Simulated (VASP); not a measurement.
Wanted: the native input for a VASP 6.6.1 run.

```
Task                   : electric field gradients
Functional             : PBE
Potentials or basis    : VASP PAW PBE potentials, release 64 (Cu)
Cutoff                 : 520 eV
k mesh                 : 19 × 19 × 19
Occupations            : fermi-dirac, width 0.08 eV
Spin                   : no spin polarisation
Dipole correction      : no
Further INCAR settings : ALGO = Normal; EDIFF = 1e-08; NBANDS = 12
```

The structure of Cu lies in POSCAR:

```
Cu
1.0
    0.0000000000      1.8194705475      1.8194705475
    1.8194705475      0.0000000000      1.8194705475
    1.8194705475      1.8194705475      0.0000000000
Cu
1
Direct
    0.0000000000      0.0000000000      0.0000000000
```

This cell differs from its parent crystal: volume scaled by 1.02.

The input as run:

INCAR

```
ALGO = Normal
EDIFF = 1E-8
ENCUT = 520
GGA = PE
ISIF = 2
ISMEAR = -1
LASPH = T
LCHARG = F
LEFG = T
LREAL = F
LWAVE = F
NBANDS = 12
NELM = 60
PREC = Accurate
SIGMA = 0.08
```

KPOINTS

```
k-points
0
Gamma
  19 19 19
```

Potentials or basis: VASP PAW PBE potentials, release 64 (Cu).

The run is started by

```sh
$ cat potpaw_PBE.64/Cu/POTCAR > POTCAR
$ mpirun -np 1 vasp_std > vasp.out
```

It gave:

```yaml
Pressure: -0.6 GPa
```

Caveat: without QUAD_EFG the Cq values of the log hold for a quadrupole moment of 1 mb, not for the nuclei.

Wall time 17 s on 1 thread of Intel(R) Xeon(R) 6975P-C (Granite Rapids) (shared host), peak memory 0.14 GiB.
